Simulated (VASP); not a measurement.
A run of VASP 6.6.1 is set up as follows.

The input INCAR:

```
SYSTEM = Ti
  PREC = Accurate
  ENCUT = 520
  EDIFF = 1E-6
  ISMEAR = -1
  SIGMA = 0.1
  LREAL = .FALSE.
  LASPH = .TRUE.
  NELM = 80
  ALGO = Normal
  ISIF = 2
  LWAVE = .FALSE.
  LCHARG = .FALSE.
  GGA = PS
  NBANDS = 12
```

The input KPOINTS:

```
Automatic mesh
0
G
  16 16 16
  0 0 0
```

Contents of POSCAR:

```
Ti
1.0
    2.3967599945      0.0000000000      0.0000000000
    0.0000000000      2.3967599945      0.0000000000
    0.0000000000      0.0000000000      2.3967599945
Ti
1
Direct
    0.0000000000      0.0000000000      0.0000000000
```

Potentials or basis: VASP PAW PBE potentials, release 64 (Ti_sv).

Command:

```bash
$ cat potpaw_PBE.64/Ti_sv/POTCAR > POTCAR
$ mpirun -np 1 vasp_std > vasp.out
```

Q: Estimate the band gap on the k mesh.

A: Zero (band 6 reaches 11.48 eV, above the bottom of band 7 at 8.61 eV).

Q: Estimate the pressure.

A: 30.0 GPa.

Caveat: the PAW data sets were made with another functional, which shifts forces and pressure a little.
